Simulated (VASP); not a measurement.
# MgO in VASP: a series of runs

MgO is run at these levels: r2SCAN, PBE; tasks: single point.

Everything below comes from runs of VASP 6.6.1. Logs are shortened: lines on timing, memory, paths and dates and some standing lists are left out, and cuts for length are marked.

## 1. The cell of the first run

The structure is tetragonal, space group I-4m2 (No. 119). Conventional cell: a = 3.227 Å, b = 3.227 Å, c = 4.459 Å, α = 90.00°, β = 90.00°, γ = 90.00°. Mg (site symmetry -4m2) has 4 O at 1.96 Å within 2.6 Å. Within 2.6 Å of O (site symmetry -4m2) lie 4 Mg at 1.96 Å.

## 2. Single point, r2SCAN (uniaxial x strain -2.3%)

POSCAR reads:

```
MgO
1.0
    0.0000000000      2.2820056624      2.2820056624
    2.2297477327      0.0000000000      2.2820056624
    2.2297477327      2.2820056624      0.0000000000
Mg O
1 1
Direct
    0.0000000000      0.0000000000      0.0000000000
    0.2500000000      0.2500000000      0.2500000000
```

INCAR.step1 reads:

```
SYSTEM = MgO
PREC     = Accurate       ! precision mode
ENCUT    = 520            ! plane-wave cutoff, eV
ISMEAR   = 0              ! smearing method
SIGMA    = 0.01           ! smearing width, eV
LREAL    = .FALSE.        ! projectors in reciprocal space
LASPH    = .TRUE.         ! aspherical terms in the spheres
NELM     = 60             ! most SCF steps
NBANDS   = 11             ! bands
GGA      = PE             ! functional
ALGO     = Normal         ! electronic algorithm
EDIFF    = 1E-4           ! SCF threshold, eV
LWAVE    = .TRUE.         ! write WAVECAR
LCHARG   = .FALSE.        ! write CHGCAR
```

INCAR.step2 reads:

```
SYSTEM = MgO
PREC     = Accurate       ! precision mode
ENCUT    = 520            ! plane-wave cutoff, eV
EDIFF    = 1E-6           ! SCF threshold, eV
ISMEAR   = 0              ! smearing method
SIGMA    = 0.01           ! smearing width, eV
LREAL    = .FALSE.        ! projectors in reciprocal space
LASPH    = .TRUE.         ! aspherical terms in the spheres
NELM     = 60             ! most SCF steps
ALGO     = Normal         ! electronic algorithm
ISIF     = 2              ! what is computed and relaxed
LWAVE    = .FALSE.        ! write WAVECAR
LCHARG   = .FALSE.        ! write CHGCAR
METAGGA  = R2SCAN         ! meta-GGA
LMIXTAU  = .TRUE.       
NBANDS   = 11             ! bands
ISTART   = 1
```

KPOINTS reads:

```
Automatic mesh
0
G
  10 10 10
  0 0 0
```

Potentials or basis: VASP PAW PBE potentials, release 64 (Mg, O).

Run with:

```
cat potpaw_PBE.64/Mg/POTCAR potpaw_PBE.64/O/POTCAR > POTCAR
cp INCAR.step1 INCAR
mpirun -np 1 vasp_std > vasp.out
cp INCAR.step2 INCAR
mpirun -np 1 vasp_std > vasp.out
```

OUTCAR:

```text
SYSTEM = MgO
   PREC = Accurate
   ENCUT = 520
   EDIFF = 1E-6
   ISMEAR = 0
   LREAL = .FALSE.
   LASPH = .TRUE.
   NELM = 60
   ISIF = 2
   METAGGA = R2SCAN
   ISTART = 1

 ion  position               nearest neighbor table
   1  0.000  0.000  0.000-   2 1.96   2 1.96   2 1.96   2 1.96
   2  0.250  0.250  0.250-   1 1.96   1 1.96   1 1.96   1 1.96

  LATTYP: Found a body centered tetragonal cell.
 ALAT       =     3.2272433572
 C/A-ratio  =     1.3818280718

  Lattice vectors:

 A1 = (  -2.2297477327,   0.0000000000,  -2.2820056624)
 A2 = (  -2.2297477327,   0.0000000000,   2.2820056624)
 A3 = (   2.2297477327,   2.2820056624,   0.0000000000)

Analysis of symmetry for initial positions (statically):
=====================================================================
 Subroutine PRICEL returns:
 Original cell was already a primitive cell.

 Routine SETGRP: Setting up the symmetry group for a
 body centered tetragonal supercell.

 Subroutine GETGRP returns: Found  8 space group operations
 (whereof  8 operations were pure point group operations)
 out of a pool of 16 trial point group operations.

The static configuration has the point symmetry D_2d.

Analysis of symmetry for dynamics (positions and initial velocities):
=====================================================================
 Subroutine PRICEL returns:
 Original cell was already a primitive cell.

 Routine SETGRP: Setting up the symmetry group for a
 body centered tetragonal supercell.

 Subroutine GETGRP returns: Found  8 space group operations
 (whereof  8 operations were pure point group operations)
 out of a pool of 16 trial point group operations.

The dynamic configuration has the point symmetry D_2d.

 Subroutine INISYM returns: Found  8 space group operations
 (whereof  8 operations are pure point group operations),
 and found     1 'primitive' translations

----------------------------------------------------------------------------------------

                                     Primitive cell

  volume of cell :      23.2230

  direct lattice vectors                    reciprocal lattice vectors
     0.000000000  2.282005662  2.282005662    -0.224240614  0.219105504  0.219105504
     2.229747733  0.000000000  2.282005662     0.224240614 -0.219105504  0.219105504
     2.229747733  2.282005662  0.000000000     0.224240614  0.219105504 -0.219105504

  length of vectors
     3.227243357  3.190505414  3.190505414     0.382489603  0.382489603  0.382489603

  position of ions in fractional coordinates (direct lattice)
     0.000000000  0.000000000  0.000000000
     0.250000000  0.250000000  0.250000000

  ion indices of the primitive-cell ions
   primitive index   ion index
                 1           1
                 2           2

----------------------------------------------------------------------------------------

 KPOINTS: Automatic mesh

Automatic generation of k-mesh.
 Grid dimensions read from file:
 generate k-points for:   10   10   10

 Generating k-lattice:

  Cartesian coordinates                     Fractional coordinates (reciprocal lattice)
    -0.022424061  0.021910550  0.021910550     0.100000000  0.000000000  0.000000000
     0.022424061 -0.021910550  0.021910550     0.000000000  0.100000000  0.000000000
     0.022424061  0.021910550 -0.021910550     0.000000000  0.000000000  0.100000000

  Length of vectors
     0.038248960  0.038248960  0.038248960

  Shift w.r.t. Gamma in fractional coordinates (k-lattice)
     0.000000000  0.000000000  0.000000000

 Subroutine IBZKPT returns following result:
 ===========================================

 Found    102 irreducible k-points:

 Following reciprocal coordinates:
            Coordinates               Weight
  0.000000  0.000000  0.000000      1.000000
  0.100000 -0.000000 -0.000000      8.000000
  0.200000 -0.000000 -0.000000      8.000000
  0.300000  0.000000  0.000000      8.000000
  0.400000 -0.000000 -0.000000      8.000000
  0.500000 -0.000000 -0.000000      4.000000
[... 16 lines left out ...]
  0.300000  0.300000  0.000000      4.000000
  0.400000  0.300000 -0.000000     16.000000
 [... further k-points ...]
   k-points           NKPTS =    102   k-points in BZ     NKDIM =    102   number of bands    NBANDS=     11
   number of dos      NEDOS =    301   number of ions     NIONS =      2
   total plane-waves  NPLWV =  13824
   dimension x,y,z NGX =    24 NGY =   24 NGZ =   24
   dimension x,y,z NGXF=    48 NGYF=   48 NGZF=   48
   ions per type =               1   1
   NGX,Y,Z   is equivalent  to a cutoff of  12.36, 12.51, 12.51 a.u.
   NGXF,Y,Z  is equivalent  to a cutoff of  24.73, 25.01, 25.01 a.u.
 SYSTEM =  MgO
   PREC   = accura    normal or accurate (medium, high low for compatibility)
   ISTART =      1    job   : 0-new  1-cont  2-samecut
   ICHARG =      0    charge: 1-file 2-atom 10-const
   ISPIN  =      1    spin polarized calculation?
   LNONCOLLINEAR =      F non collinear calculations
   LSORBIT =      F    spin-orbit coupling
   LASPH  =      T    aspherical Exc in radial PAW
   ENCUT  =  520.0 eV  38.22 Ry    6.18 a.u.   6.00  5.93  5.93*2*pi/ulx,y,z
   NELM   =     60;   NELMIN=  2; NELMDL=  0     # of ELM steps
   EDIFF  = 0.1E-05   stopping-criterion for ELM
   LREAL  =      F    real-space projection
   EDIFFG = 0.1E-04   stopping-criterion for IOM
   NSW    =      0    number of steps for IOM
   IBRION =     -1    ionic relax: 0-MD 1-quasi-New 2-CG
   NFREE  =      0    steps in history (QN), initial steepest desc. (CG)
   ISIF   =      2    stress and relaxation
   ISYM   =      2    0-nonsym 1-usesym 2-fastsym
   POTIM  = 0.5000    time-step for ionic-motion
   TEBEG  =    0.0;   TEEND  =   0.0 temperature during run
   PSTRESS=    0.0 pullay stress
   NELECT =       8.0000    total number of electrons
   NUPDOWN=      -1.0000    fix difference up-down
   EMIN   =  10.00;   EMAX   =-10.00  energy-range for DOS
   EFERMI =   0.00;   METHOD = LEGACY
   ISMEAR =     0;   SIGMA  =   0.01  broadening in eV -4-tet -1-fermi 0-gaus
   EFERMI_NEDOS =   21; number of points for ismear=-14 and -15
   IALGO  =     38    algorithm
   IMIX   =      4    mixing-type and parameters
     AMIX     =   0.40;   BMIX     =  1.00
     AMIX_MAG =   1.60;   BMIX_MAG =  1.00
  volume/ion in A,a.u.               =      11.61        78.36
  Fermi-wavevector in a.u.,A,eV,Ry     =   1.147621  2.168689 17.919331  1.317034
  Thomas-Fermi vector in A             =   2.284300
   LORBIT       =      0    0 simple, 1 ext, 2 COOP (PROOUT), +10 PAW based schemes
   METAGGA = R2SCAN    functional components
   LHFCALC =     F    Hartree Fock is set to
   AEXX    =    0.0000 exact exchange contribution
   IVDW    =     0    specifies the selected vdW correction
   LEPSILON=     F    determine dielectric tensor
   LRPA    =     F    only Hartree local field effects (RPA)
 non-spin polarized calculation
 Gauss-broadening in eV      SIGMA  =   0.01
  energy-cutoff  :      520.00
  volume of cell :       23.22
 maximum number of plane-waves:       637
   NGX = 13   NGY = 11   NGZ = 11

 number of electron       8.0000006 magnetization

 Free energy of the ion-electron system (eV)
  ---------------------------------------------------
  ext. energy  EPLUGINS =         0.00000000
  ---------------------------------------------------
  free energy    TOTEN  =       -15.84906710 eV

  energy without entropy =      -15.84906710  energy(sigma->0) =      -15.84906710

 E-fermi :   0.6910     XC(G=0): -10.2728

 val. band max:        0.5112853348   @ k =   0.0000   0.0000   0.0000
 cond. band min:       4.9399262002   @ k =   0.0000   0.0000   0.0000
 fundamental gap:      4.4286408655
 Fermi energy:         0.6910305300

 k-point     1 :       0.0000    0.0000    0.0000
  band No.  band energies     occupation
      1     -16.4200      2.00000
      2       0.4644      2.00000
      3       0.4644      2.00000
      4       0.5113      2.00000
      5       4.9399      0.00000
      6      18.6601      0.00000
      7      18.6641      0.00000
      8      18.6641      0.00000
      9      21.7280      0.00000
     10      22.0370      0.00000
     11      22.0370      0.00000

 k-point     2 :       0.1000   -0.0000   -0.0000
  band No.  band energies     occupation
      1     -16.3596      2.00000
      2       0.0247      2.00000
      3       0.4424      2.00000
      4       0.4813      2.00000
      5       5.4857      0.00000
      6      17.7078      0.00000
      7      18.5867      0.00000
      8      18.6743      0.00000
      9      20.4380      0.00000
     10      20.8251      0.00000
     11      21.8168      0.00000

 k-point     3 :       0.2000   -0.0000   -0.0000
  band No.  band energies     occupation
      1     -16.1975      2.00000
      2      -0.8920      2.00000
      3       0.3857      2.00000
      4       0.4426      2.00000
      5       6.6707      0.00000
      6      15.8370      0.00000
      7      17.7884      0.00000
      8      18.1524      0.00000
      9      20.5840      0.00000
     10      20.6617      0.00000
     11      21.3192      0.00000
[... 267 lines left out ...]
 k-point    23 :       0.3000    0.3000    0.0000
  band No.  band energies     occupation
      1     -15.8618      2.00000
      2      -1.5778      2.00000
      3      -0.0068      2.00000
      4       0.0022      2.00000
      5       7.8816      0.00000
      6      13.4859      0.00000
      7      16.1435      0.00000
      8      18.2043      0.00000
      9      18.6297      0.00000
     10      24.6848      0.00000
     11      25.5641      0.00000

 k-point    24 :       0.4000    0.3000   -0.0000
  band No.  band energies     occupation
      1     -15.7266      2.00000
      2      -1.8325      2.00000
      3      -0.2061      2.00000
      4      -0.0718      2.00000
      5       8.1300      0.00000
      6      13.1240      0.00000
      7      15.7649      0.00000
      8      18.2140      0.00000
      9      18.8016      0.00000
     10      25.1383      0.00000
     11      25.8877      0.00000

 [... further k-points ...]

------------------------ aborting loop because EDIFF is reached ----------------------------------------

  FORCE on cell =-STRESS in cart. coord.  units (eV):
  Direction    XX          YY          ZZ          XY          YZ          ZX
  --------------------------------------------------------------------------------------
  -------------------------------------------------------------------------------------
  Total        0.4449885      0.3209410      0.3209410      0.0000000      0.0000000      0.0000000
  in kB       30.7001323     22.1419894     22.1419894      0.0000000      0.0000000      0.0000000
  external PRESSURE =      24.9947037 kB  Pullay stress =       0.0000000 kB

 VOLUME and BASIS-vectors are now :
 -----------------------------------------------------------------------------
  energy-cutoff  :      520.00
  volume of cell :       23.22
      direct lattice vectors                 reciprocal lattice vectors
     0.000000000  2.282005662  2.282005662    -0.224240614  0.219105504  0.219105504
     2.229747733  0.000000000  2.282005662     0.224240614 -0.219105504  0.219105504
     2.229747733  2.282005662  0.000000000     0.224240614  0.219105504 -0.219105504

 POSITION                                       TOTAL-FORCE (eV/Angst)
 -----------------------------------------------------------------------------------
      0.00000      0.00000      0.00000         0.000000      0.000000      0.000000
      1.11487      1.14100      1.14100         0.000000     -0.000000     -0.000000
 -----------------------------------------------------------------------------------
    total drift:                               -0.000005      0.000011      0.000011

  FREE ENERGIE OF THE ION-ELECTRON SYSTEM (eV)
  ---------------------------------------------------
  free  energy   TOTEN  =       -15.8490671038 eV

  energy  without entropy=      -15.8490671038  energy(sigma->0) =      -15.84906710
```

Run time: 2 min. Hardware: 1 thread of Intel Xeon 8259CL, shared host; peak memory 0.16 GiB.

Results:

```
Free energy            : -15.8491 eV
Pressure               : 2.5 GPa
Band gap on the k mesh : 4.43 eV, direct
```

Caveat: the cell differs from its parent crystal (uniaxial x strain -2.3%); the PAW data sets were made with another functional, which shifts forces and pressure a little.

## 3. Single point, r2SCAN (uniaxial z strain +2.5%)

POSCAR reads:

```
MgO
1.0
    0.0000000000      2.2820056624      2.3399686062
    2.2820056624      0.0000000000      2.3399686062
    2.2820056624      2.2820056624      0.0000000000
Mg O
1 1
Direct
    0.0000000000      0.0000000000      0.0000000000
    0.2500000000      0.2500000000      0.2500000000
```

INCAR.step1 reads:

```
  PREC = Accurate
  ENCUT = 520
  ISMEAR = 0
  SIGMA = 0.01
  LREAL = False
  LASPH = True
  NELM = 100
  NBANDS = 11
  GGA = PE
  ALGO = Normal
  EDIFF = 1E-4
  LWAVE = True
  LCHARG = False
```

INCAR.step2 reads:

```
  PREC = Accurate
  ENCUT = 520
  EDIFF = 1E-6
  ISMEAR = 0
  SIGMA = 0.01
  LREAL = False
  LASPH = True
  NELM = 100
  ALGO = Normal
  ISIF = 2
  LWAVE = False
  LCHARG = False
  METAGGA = R2SCAN
  LMIXTAU = True
  NBANDS = 11
  ISTART = 1
```

KPOINTS reads:

```
Automatic mesh
0
Gamma
  10 10 10
```

Potentials or basis: VASP PAW PBE potentials, release 64 (Mg, O).

Run with:

```
cat potpaw_PBE.64/Mg/POTCAR potpaw_PBE.64/O/POTCAR > POTCAR
cp INCAR.step1 INCAR
mpirun -np 1 vasp_std > vasp.out
cp INCAR.step2 INCAR
mpirun -np 1 vasp_std > vasp.out
```

Wall time 1.8 min (1 thread of Intel Xeon 8259CL, shared host); peak memory 0.16 GiB.

Results (log left out):

- Free energy: -15.8449 eV
- Pressure: -3.6 GPa
- Band gap on the k mesh: 4.15 eV, indirect (the least direct gap lies 4.0 meV higher)

Stress tensor (GPa, compression positive):
```
-3.16  0.00  0.00
 0.00 -3.16  0.00
 0.00  0.00 -4.51
```

Levels at points of the mesh, in eV from the valence-band top:
| k point | band 1 | band 2 | band 3 | band 4 | band 5 | band 6 | band 7 | band 8 |
| --- | --- | --- | --- | --- | --- | --- | --- | --- |
| (0.00, 0.00, 0.00) | -16.79 | -0.06 | 0.00 | 0.00 | 4.15 | 17.61 | 17.61 | 17.62 |
| (0.50, 0.00, 0.00) | -16.17 | -2.97 | -0.26 | -0.15 | 9.41 | 10.31 | 15.12 | 15.55 |
| (0.50, 0.50, 0.00) | -16.02 | -2.55 | -0.68 | -0.68 | 6.85 | 12.31 | 14.84 | 17.66 |
| (0.50, 0.00, 0.50) | -15.98 | -2.43 | -0.80 | -0.79 | 6.85 | 12.29 | 14.99 | 17.12 |

Caveat: the cell differs from its parent crystal (uniaxial z strain +2.5%); the PAW data sets were made with another functional, which shifts forces and pressure a little.

## 4. Single point, PBE (strain -1.3%)

INCAR reads:

```
SYSTEM = MgO
  PREC = Accurate
  ENCUT = 600
  EDIFF = 1E-6
  ISMEAR = -1
  SIGMA = 0.02
  LREAL = .FALSE.
  LASPH = .TRUE.
  NELM = 120
  ALGO = Normal
  ISIF = 2
  LWAVE = .FALSE.
  LCHARG = .FALSE.
  GGA = PE
  NBANDS = 11
  GGA_COMPAT = .FALSE.
```

KPOINTS reads:

```
regular mesh
0
G
  10 10 10
  0 0 0
```

POSCAR reads:

```
MgO
1.0
    0.0000000000      2.2516549871      2.2516549871
    2.2516549871      0.0000000000      2.2516549871
    2.2516549871      2.2516549871      0.0000000000
Mg O
1 1
Direct
    0.0000000000      0.0000000000      0.0000000000
    0.2500000000      0.2500000000      0.2500000000
```

Run with:

```
cat potpaw_PBE.64/Mg/POTCAR potpaw_PBE.64/O/POTCAR > POTCAR
mpirun -np 1 vasp_std > vasp.out
```

Run time: 9.1 s. Hardware: 1 thread of Intel Xeon Platinum 8559C (Emerald Rapids), shared host; peak memory 0.16 GiB.

The run converged. Its results:

| Quantity | Value |
| --- | --- |
| Free energy | -11.6592 eV |
| Pressure | 8.9 GPa |
| Band gap on the k mesh | 3.88 eV, direct |

Levels at points of the mesh, in eV from the valence-band top:
```
           k point  band 2  band 3  band 4  band 5  band 6  band 7
(0.00, 0.00, 0.00)    0.00    0.00    0.00    3.88   17.26   17.26
(0.50, 0.00, 0.00)   -3.15   -0.18   -0.18    9.08   10.00   14.93
(0.50, 0.50, 0.00)   -2.60   -0.76   -0.76    6.36   11.77   14.71
```

Caveat: the cell differs from its parent crystal (strain -1.3%).

## 5. The runs side by side

| level | cell | cutoff (eV) | smearing | gap on the mesh (eV) | pressure (GPa) |
| --- | --- | --- | --- | --- | --- |
| r2SCAN | a = 3.227, b = 3.191, c = 3.191 Å, angles 60.8, 59.6, 59.6°, 2 atoms | 520 | gaussian 0.01 eV | 4.43 | 2.5 |
| r2SCAN | a = 3.268, b = 3.268, c = 3.227 Å, angles 60.4, 60.4, 59.2°, 2 atoms | 520 | gaussian 0.01 eV | 4.15 | -3.6 |
| PBE | a = 3.184 Å, angles 60.0°, 2 atoms | 600 | fermi-dirac 0.02 eV | 3.88 | 8.9 |

Alike in all rows: task single point; potentials or basis VASP PAW PBE potentials, release 64 (Mg, O); no spin polarisation; k mesh 10 × 10 × 10.

Caveats: the PAW data sets were made with another functional, which shifts forces and pressure a little (some runs).

Total energies depend on the potentials used, so only differences within one code and one set of settings carry meaning.
